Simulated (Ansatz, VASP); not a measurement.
# BaTiO3: VASP beside Ansatz

The input POSCAR:

```
BaTiO3
1.0
    4.0634340500      0.0000000000      0.0000000000
    0.0000000000      4.0634340500      0.0000000000
    0.0000000000      0.0000000000      8.1616113200
Ba Ti O
2 2 6
Direct
    0.0000000000      0.0000000000      0.0000000000
    0.0000000000      0.0000000000      0.5000000000
    0.5000000000      0.5000000000      0.2410000000
    0.5000000000      0.5000000000      0.7410000000
    0.5000000000      0.5000000000      0.0080000000
    0.5000000000      0.5000000000      0.5080000000
    0.5000000000      0.0000000000      0.2575000000
    0.5000000000      0.0000000000      0.7575000000
    0.0000000000      0.5000000000      0.2575000000
    0.0000000000      0.5000000000      0.7575000000
```

INCAR.step1

```
SYSTEM = BaTiO3
ALGO     = Normal         ! electronic algorithm
EDIFF    = 1E-4           ! SCF threshold, eV
ENCUT    = 520            ! plane-wave cutoff, eV
GGA      = PE             ! functional
ISMEAR   = -1             ! smearing method
LASPH    = .True.         ! aspherical terms in the spheres
LCHARG   = .False.        ! write CHGCAR
LREAL    = .False.        ! projectors in reciprocal space
LWAVE    = .True.         ! write WAVECAR
NBANDS   = 51             ! bands
NELM     = 80             ! most SCF steps
PREC     = Accurate       ! precision mode
SIGMA    = 0.1            ! smearing width, eV
```

Contents of INCAR.step2:

```
SYSTEM = BaTiO3
ALGO     = Normal         ! electronic algorithm
EDIFF    = 1E-6           ! SCF threshold, eV
ENCUT    = 520            ! plane-wave cutoff, eV
ISIF     = 2              ! what is computed and relaxed
ISMEAR   = -1             ! smearing method
ISTART   = 1            
LASPH    = .True.         ! aspherical terms in the spheres
LCHARG   = .True.         ! write CHGCAR
LELF     = .True.         ! ELF
LMIXTAU  = .True.       
LREAL    = .False.        ! projectors in reciprocal space
LVHAR    = .True.       
LWAVE    = .False.        ! write WAVECAR
METAGGA  = R2SCAN         ! meta-GGA
NBANDS   = 51             ! bands
NELM     = 80             ! most SCF steps
PREC     = Accurate       ! precision mode
SIGMA    = 0.1            ! smearing width, eV
```

The input KPOINTS:

```
k-points
0
Gamma
  6 6 3
  0 0 0
```

Input for Ansatz:

```yaml
crystal:
  lattice:
    - [4.06343405, 0.0, 0.0]
    - [0.0, 4.06343405, 0.0]
    - [0.0, 0.0, 8.16161132]
  atoms:
    - { symbol: Ba, position: [0.0, 0.0, 0.0] }
    - { symbol: Ba, position: [0.0, 0.0, 0.5] }
    - { symbol: Ti, position: [0.5, 0.5, 0.241] }
    - { symbol: Ti, position: [0.5, 0.5, 0.741] }
    - { symbol: O, position: [0.5, 0.5, 0.008] }
    - { symbol: O, position: [0.5, 0.5, 0.508] }
    - { symbol: O, position: [0.5, 0.0, 0.2575] }
    - { symbol: O, position: [0.5, 0.0, 0.7575] }
    - { symbol: O, position: [0.0, 0.5, 0.2575] }
    - { symbol: O, position: [0.0, 0.5, 0.7575] }
  symmetry: { tolerance: 0.0003 }
kpoints:
  mp_grid: { grid: [6, 6, 3], shift: [0, 0, 0] }
  band_path:
    path:
      - [0.0, 0.0, 0.0]
      - [0.0, 0.5, 0.0]
      - [0.5, 0.5, 0.0]
      - [0.0, 0.0, 0.0]
      - [0.0, 0.0, 1.0]
      - [0.0, 0.5, 1.0]
      - [0.5, 0.5, 1.0]
      - [0.0, 0.0, 1.0]
      - [0.0, 0.5, 0.0]
      - [0.0, 0.5, 1.0]
      - [0.5, 0.5, 0.0]
    npoints: 6
magnetization:
  spin_polarized: false
scf:
  occupations: { method: fermi_dirac }
  lower_state_search: "off"
  max_iter: 200
hamiltonian:
  pseudopotentials: { kind: paw }
  xc: r2scan
basis:
  ecutwfc: 500
  fft_grid_basis: typed
output:
  forces: true
  stress: true
  eigenvalues: true
  bader: true
  populations: true
  elf: true
  write_potential: true
  volumetric_format: npy
  dos:
    e_range: [-12, 8]
    de: 0.05
    projected: { site_lists: { Ba: [Ba], O: [O], Ti: [Ti] } }
checkpoint:
  read: saved_state
```

Alike in both runs: task single point; functional r2SCAN; k mesh 6 × 6 × 3; no spin polarisation.

|  | VASP | Ansatz |
| --- | --- | --- |
| version | VASP 6.6.1 | Ansatz 0.2.0 |
| potentials or method | VASP PAW PBE potentials, release 64 (Ba_sv, Ti_sv, O), cutoff 520 eV | PAW plane waves |
| occupations | fermi-dirac, width 0.1 eV | fermi-dirac |
| valence electrons in the cell | 80 | 80 |

Ansatz gave:

| Quantity | Value |
| --- | --- |
| pressure (GPa) | -8.0 |
| traceless stress, the component that is largest in VASP (GPa) | 0.80 |
| rms of the force components (eV/Å) | 0.226 |

**Question.** What did VASP give for the same quantities?

**Answer.** Pressure (GPa): -6.4; traceless stress, the component that is largest in VASP (GPa): 0.88; rms of the force components (eV/Å): 0.197.

VASP's potentials were made for PBE, not for r2SCAN. Atom by atom the forces differ by 0.037 eV/Å (rms over components).

Neither program's run includes spin-orbit coupling.
